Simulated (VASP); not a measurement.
Mo, 2 atoms in the cell. Symmetry: P6_3/mmc, No. 194, hexagonal system. The conventional cell has a = 2.697 Å, b = 2.697 Å, c = 4.751 Å, α = 90.00°, β = 90.00°, γ = 120.00°. Mo (site symmetry -6m2) has 12 Mo at 2.70 to 2.84 Å within 3.6 Å. 

```yaml
Program: VASP 6.6.1
Task: single point
Functional: LDA
Potentials_or_basis: VASP PAW LDA potentials, release 64 (Mo_sv)
Cutoff: 520 eV
k_mesh: 16 × 16 × 9
Occupations: fermi-dirac, width 0.05 eV
Spin: no spin polarisation
Dipole_correction: no
Further_INCAR_settings: ALGO = Normal; EDIFF = 1e-07; NBANDS = 21
```

Potentials or basis: VASP PAW LDA potentials, release 64 (Mo_sv).

Launch:

```bash
$ cat potpaw_LDA.64/Mo_sv/POTCAR > POTCAR
$ mpirun -np 1 vasp_std > vasp.out
```

Hardware: 1 thread of Intel(R) Xeon(R) 6975P-C (Granite Rapids) (shared host).

Task: Estimate the wall time of this run.

Result: It took 25 s on 1 thread of Intel(R) Xeon(R) 6975P-C (Granite Rapids), with other jobs on the host, peak memory 0.18 GiB. Counts: scf iterations 12, k points 150.
